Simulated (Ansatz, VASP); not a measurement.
One calculation of MgF2, two programs

```
Mg F
1.0
     4.62130    0.00000    0.00000
     0.00000    4.62130    0.00000
     0.00000    0.00000    3.01590
Mg F
2 4
Direct
  0.00000 0.00000 0.00000
  0.50000 0.50000 0.50000
  0.30280 0.30280 0.00000
  0.19720 0.80280 0.50000
  0.69720 0.69720 0.00000
  0.80280 0.19720 0.50000
```

Alike in both runs: task relaxation of cell and atoms; functional PBE; dispersion D3(BJ); k mesh 6 × 6 × 8; occupations gaussian, width 0.02 eV; no spin polarisation.

|  | VASP | Ansatz |
| --- | --- | --- |
| version | VASP 6.6.1 | Ansatz 0.2.0 |
| potentials or method | VASP PAW PBE potentials, release 64 (Mg, F), cutoff 600 eV | scalar-relativistic, plane waves, PAW |
| valence electrons in the cell | 32 | 48 |

Ansatz gave:

```
gap on the k mesh at the Fermi level, each at its own relaxed structure (eV)  : 6.98
relaxed volume (Å³/atom)                                                      : 11.13
relaxed length of the cell vector where the two differ most in proportion (Å) : 4.658
```

Q: Estimate VASP's values.

A: gap on the k mesh at the Fermi level, each at its own relaxed structure (eV): 7.01; relaxed volume (Å³/atom): 11.01; relaxed length of the cell vector where the two differ most in proportion (Å): 4.642.

VASP's potentials hold 32 valence electrons a cell and Ansatz's 48, so a difference there can come from the potentials and not from the codes.
